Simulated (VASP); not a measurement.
A run of VASP 6.6.1 is set up as follows.

INCAR

```
SYSTEM = SiH6CO
PREC = Accurate
ENCUT = 520
EDIFF = 1E-6
ISMEAR = -1
SIGMA = 0.02
LREAL = .FALSE.
LASPH = .TRUE.
NELM = 120
ALGO = Normal
ISIF = 2
LWAVE = .FALSE.
LCHARG = .TRUE.
GGA = PE
IVDW = 12
LELF = .TRUE.
LVHAR = .TRUE.
NBANDS = 49
GGA_COMPAT = .FALSE.
```

KPOINTS

```
regular mesh
0
G
  1 1 1
  0 0 0
```

POSCAR

```
SiH6CO
1.0
    8.4188350000      0.0000000000      0.0000000000
    0.0000000000      8.4188350000      0.0000000000
    0.0000000000      0.0000000000      8.4188350000
O C H Si
3 3 18 3
Direct
    0.3087481819      0.5454080048      0.1279036826
    0.7299822363      0.1587749374      0.8164193739
    0.6961414495      0.6366914187      0.9147702740
    0.3558568377      0.6782292324      0.0835388744
    0.8125589823      0.1451744808      0.6976737280
    0.7157997514      0.5072198232      0.8486209790
    0.2724367445      0.7828517841      0.0658879762
    0.4814205291      0.6948704898      0.0586898306
    0.7795615427      0.2167402022      0.5868507935
    0.9197828441      0.0717676496      0.6942884615
    0.8243064510      0.4333616231      0.8547976056
    0.6163323073      0.4493733397      0.7843721845
    0.2280838144      0.2463642535      0.5098092551
    0.1170589517     -0.0056539889      0.5369151432
    0.3959455198      0.0029457758      0.4725000549
    0.3048046434      0.0986122189      0.7370616006
    0.9499176549      0.5659334100      0.1764495919
    0.8451763219      0.7649158108      0.3819530850
    0.7776135297      0.4811354540      0.4249756647
    1.0340979482      0.5783341757      0.4716567078
    1.0488268270     -0.0509928036      0.2525171238
    1.0608474926      0.1386890229      0.0200977926
    0.8992811951     -0.1068437616      0.0038247572
    0.8053608367      0.0916991484      0.1814265275
    0.2635637829      0.0873992661      0.5645436690
    0.8992811951      0.5915188978      0.3621403674
    0.9495613110      0.0205491615      0.1177003707
```

Potentials or basis: VASP PAW PBE potentials, release 64 (O, C, H, Si).

Launch:

```sh
$ cat potpaw_PBE.64/O/POTCAR potpaw_PBE.64/C/POTCAR potpaw_PBE.64/H/POTCAR potpaw_PBE.64/Si/POTCAR > POTCAR
$ mpirun -np 1 vasp_gam > vasp.out
```

Q: Predict the largest force.

A: 1.991 eV/Å.

Q: Estimate the band gap on the k mesh.

A: 2.65 eV.

Q: Estimate the pressure.

A: -1.0 GPa.

Q: Estimate the dispersion energy per atom.

A: -0.029 eV.

Forces on the atoms (eV/Å):
```
O    0.258  1.649 -0.500
O    0.347 -0.327 -0.217
O    0.587 -1.126 -0.613
C   -1.191 -1.475  0.608
C   -1.101  1.043 -0.219
C   -0.861  0.919  0.646
H    0.259 -0.495  0.117
H    0.611  0.352 -0.184
H    0.378 -0.541  0.436
H    0.335 -0.364 -0.041
H    0.364  0.357  0.167
H   -0.060  0.019 -0.192
H    0.022  0.790 -0.411
H   -0.179 -0.226  0.146
H   -0.391  0.459  0.302
H   -0.036 -0.145 -0.079
H   -0.533  0.069  1.826
H   -0.038 -0.707 -0.133
H   -0.268 -0.161 -0.175
H    0.518 -0.161  0.122
H   -0.315  0.276 -0.480
H   -0.881 -0.680  0.812
H    0.138  0.017  0.175
H   -0.367  0.450  0.292
Si   0.645 -0.896  0.050
Si   0.288  0.910 -1.601
Si   1.473 -0.009 -0.853
```

Caveat: the k points lie up to 0.75 Å⁻¹ apart.
